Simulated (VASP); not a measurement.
BaTlO3:

```xyz
5
Lattice="4.3502 0.0000 0.0000 0.0000 4.3502 0.0000 0.0000 0.0000 4.3502" Properties=species:S:1:pos:R:3 pbc="T T T"
Ba    0.0000    0.0000    0.0000
Tl    2.1751    2.1751    2.1751
O     2.1751    2.1751    0.0000
O     2.1751    0.0000    2.1751
O     0.0000    2.1751    2.1751
```

```yaml
Program: VASP 6.6.1
Task: relaxation of cell and atoms
Functional: LDA
Potentials_or_basis: VASP PAW LDA potentials, release 64 (Ba_sv, Tl_d, O)
Cutoff: 600 eV
k_mesh: 5 × 5 × 5
Occupations: methfessel-paxton, width 0.15 eV
Spin: no spin polarisation
```

At the start: pressure -7.8 GPa; volume 16.47 Å³/atom.

Problem. How do energy, volume and symmetry change on relaxing?

Solution. Over 3 steps the energy falls by 32.6 meV/atom and the volume is 15.21 Å³/atom (-7.6 %); space group Pm-3m (No. 221, to 0.05 Å).

Step by step:
| step | energy change (eV) | largest force (eV/Å) | pressure (GPa) | volume (Å³) |
| --- | --- | --- | --- | --- |
| 1 | 0.0000 | 0.0000 | -7.80 | 82.33 |
| 2 | -0.1217 | 0.0000 | 4.74 | 73.14 |
| 3 | -0.1628 | 0.0000 | -0.01 | 76.03 |

Final structure:
```
Ba Tl O
1.0
     4.23645    0.00000    0.00000
     0.00000    4.23645    0.00000
     0.00000    0.00000    4.23645
Ba Tl O
1 1 3
Direct
  0.00000 0.00000 0.00000
  0.50000 0.50000 0.50000
  0.50000 0.50000 0.00000
  0.50000 0.00000 0.50000
  0.00000 0.50000 0.50000
```

Caveat: an odd number of electrons without spin polarisation forces a metal; a magnetic or distorted state may lie lower.
